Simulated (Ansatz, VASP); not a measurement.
Two plane-wave programs on MnS

The input INCAR:

```
ALGO = Normal ; EDIFF = 1E-6
ENCUT = 500 ; GGA = CA
GGA_COMPAT = F ; ISIF = 2
ISMEAR = 1 ; ISPIN = 2
LASPH = T ; LCHARG = F
LMAXMIX = 4 ; LORBIT = 11
LREAL = F ; LWAVE = F
MAGMOM = 4 4 0 0 ; NBANDS = 31
NELM = 200 ; PREC = Accurate
SIGMA = 0.1
```

KPOINTS

```
k-points
0
Gamma
  6 3 6
```

POSCAR

```
MnS
1.0
    3.0990400000      0.0000000000      0.0000000000
    0.0000000000      6.1980800000      0.0000000000
    0.0000000000      0.0000000000      3.0990400000
Mn S
2 2
Direct
    0.5000000000      0.2500000000      0.5000000000
    0.5000000000      0.7500000000      0.5000000000
    0.0000000000      0.0000000000      0.0000000000
    0.0000000000      0.5000000000      0.0000000000
```

Input for Ansatz:

```yaml
crystal:
  lattice:
    - [3.09904, 0.0, 0.0]
    - [0.0, 3.09904, 0.0]
    - [0.0, 0.0, 3.09904]
  atoms:
    - { symbol: Mn, position: [0.5, 0.5, 0.5] }
    - { symbol: S, position: [0.0, 0.0, 0.0] }
  supercell: [1, 2, 1]
basis:
  ecutwfc: 550.0
kpoints:
  mp_grid:
    grid: [6, 3, 6]
hamiltonian:
  xc: lda
magnetization:
  spin_polarized: true
  per_species:
    Mn: 4.0
scf:
  occupations:
    method: methfessel_paxton
```

Alike in both runs: task single point; functional LDA; k mesh 6 × 3 × 6; collinear spin.

```csv
,VASP,Ansatz
version,VASP 6.6.1,Ansatz 0.2.0
potentials or method,"VASP PAW LDA potentials, release 64 (Mn_pv, S), cutoff 500 eV","plane waves, PAW"
occupations,"methfessel-paxton of order 1, width 0.1 eV",methfessel-paxton of order 1
valence electrons in the cell,38,42
```

Ansatz gave:

- net moment per atom (μB): 1.63
- size of the moment on the site where the two differ most (μB): 0.11

Task: What did VASP give for the same quantities?

Result: net moment per atom (μB): 1.63; size of the moment on the site where the two differ most (μB): 0.09.

LDA's correlation is that of Perdew and Zunger in VASP and of Perdew and Wang (1992) in Ansatz. Site moments also hang on the region over which each program counts them. VASP's potentials hold 38 valence electrons a cell and Ansatz's 42, so a difference there can come from the potentials and not from the codes. Ansatz's warnings: stability check not made.
